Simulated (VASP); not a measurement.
Input of a VASP 6.6.1 run:

The input INCAR:

```
ALGO = Normal
EDIFF = 1E-6
ENCUT = 520
GGA = PE
ISIF = 2
ISMEAR = 0
IVDW = 12
LASPH = True
LCHARG = True
LELF = True
LREAL = False
LVHAR = True
LWAVE = False
NBANDS = 35
NELM = 80
PREC = Accurate
SIGMA = 0.02
```

The input KPOINTS:

```
k-points
0
Gamma
  12 12 2
```

Contents of POSCAR:

```
WSe2
1.0
    3.2298549705      0.0000000000      0.0000000000
   -1.6149274852      2.7971364550      0.0000000000
    0.0000000000      0.0000000000     12.6009309896
W Se
2 4
Direct
    0.6666666667      0.3333333333      0.2500000000
    0.3333333333      0.6666666667      0.7500000000
    0.3333333333      0.6666666667      0.3847818235
    0.6666666667      0.3333333333      0.8847818235
    0.3333333333      0.6666666667      0.1152181765
    0.6666666667      0.3333333333      0.6152181765
```

Potentials or basis: VASP PAW PBE potentials, release 64 (W_sv, Se).

The run is started by

```bash
$ cat potpaw_PBE.64/W_sv/POTCAR potpaw_PBE.64/Se/POTCAR > POTCAR
$ mpirun -np 1 vasp_std > vasp.out
```

(1) What does it give for the largest force?

(2) Estimate the pressure.

(3) Predict the dispersion energy per atom.

## Answers

(1) 0.052 eV/Å.

(2) 3.7 GPa.

(3) -0.498 eV.

Caveat: the cell differs from its parent crystal (equal strain along all axes, cell held: -1.5 %, then relaxed in part).
